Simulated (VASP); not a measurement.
Runs of VASP 6.6.1 on Tl3Sb2Mo. The structure is that of space group P4/mmm (No. 123), or close to it. The cells are those of the table. 

| task | spin | cell | cutoff (eV) | gap on the mesh (eV) | pressure (GPa) | largest force (eV/Å) |
| --- | --- | --- | --- | --- | --- | --- |
| single point | off | a = 3.879, b = 3.879, c = 10.491 Å, 6 atoms | 520 | none | (b) | 0.01 |
| single point | collinear, ferromagnetic start | a = 3.879, b = 3.879, c = 10.491 Å, 6 atoms | 520 | none | (a) | 0.11 |
| single point | off | a = 4.469, b = 4.469, c = 9.668 Å, 6 atoms | 520 | none | -4.7 | 2.20 |
| relaxation of cell and atoms | off | relaxed from a = 4.469, b = 4.469, c = 9.668 Å, 6 atoms | 600 | none | 0.1 | 0.01 |

Alike in all rows: level PBE; potentials or basis VASP PAW PBE potentials, release 64 (Tl_d, Sb, Mo_sv); k mesh 4 × 4 × 2; smearing gaussian 0.1 eV.

Problem. Fill in the values left out.

Solution. (a) 0.0; (b) -0.3.

Caveats: some runs use coarse meshes; spin-orbit coupling is left out, which moves the levels of the heavy elements; forces of over 1 eV/Å act on the atoms, so gaps and moduli don't describe the material at rest (some runs).

A k mesh can miss the band edges, and the runs leave out spin-orbit coupling on Mo, Sb, Tl.

A gap of «none» marks levels without a gap at the run's occupations.
